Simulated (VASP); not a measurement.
Write the native input for VASP 6.6.1 that does the following.

```yaml
Task: single point
Functional: PBEsol
Potentials_or_basis: VASP PAW PBE potentials, release 64 (Li_sv, O)
Cutoff: 750 eV
k_mesh: 9 × 9 × 9
Occupations: fermi-dirac, width 0.03 eV
Spin: no spin polarisation
Dipole_correction: no
Further_INCAR_settings: ALGO = Normal; EDIFF = 1e-06; NBANDS = 13
```

The structure of Li2O lies in POSCAR:

```
Li2O
1.0
    0.0000000000      2.2623541181      2.2623541181
    2.2623541181      0.0000000000      2.2623541181
    2.2623541181      2.2623541181      0.0000000000
Li O
2 1
Direct
    0.2500000000      0.2500000000      0.2500000000
    0.7500000000      0.7500000000      0.7500000000
    0.0000000000      0.0000000000      0.0000000000
```

The input as run:

INCAR

```
SYSTEM = Li2O
PREC = Accurate
ENCUT = 750
EDIFF = 1E-6
ISMEAR = -1
SIGMA = 0.03
LREAL = .False.
LASPH = .True.
NELM = 120
ALGO = Normal
ISIF = 2
LWAVE = .False.
LCHARG = .False.
GGA = PS
NBANDS = 13
GGA_COMPAT = .False.
```

KPOINTS

```
regular mesh
0
Gamma
  9 9 9
  0 0 0
```

Potentials or basis: VASP PAW PBE potentials, release 64 (Li_sv, O).

Command:

```bash
$ cat potpaw_PBE.64/Li_sv/POTCAR potpaw_PBE.64/O/POTCAR > POTCAR
$ mpirun -np 1 vasp_std > vasp.out
```

It gave:

```yaml
Pressure: 3.4 GPa
Band_gap_on_the_k_mesh: 5.05 eV (least direct gap 5.62 eV)
```

Caveat: the cell stands under pressure; the PAW data sets were made with another functional, which shifts forces and pressure a little; an odd mesh through Γ misses points on the zone boundary, where band edges can lie.

Wall time 10 s on 1 thread of Intel(R) Xeon(R) 6975P-C (Granite Rapids) (shared host), peak memory 0.16 GiB.
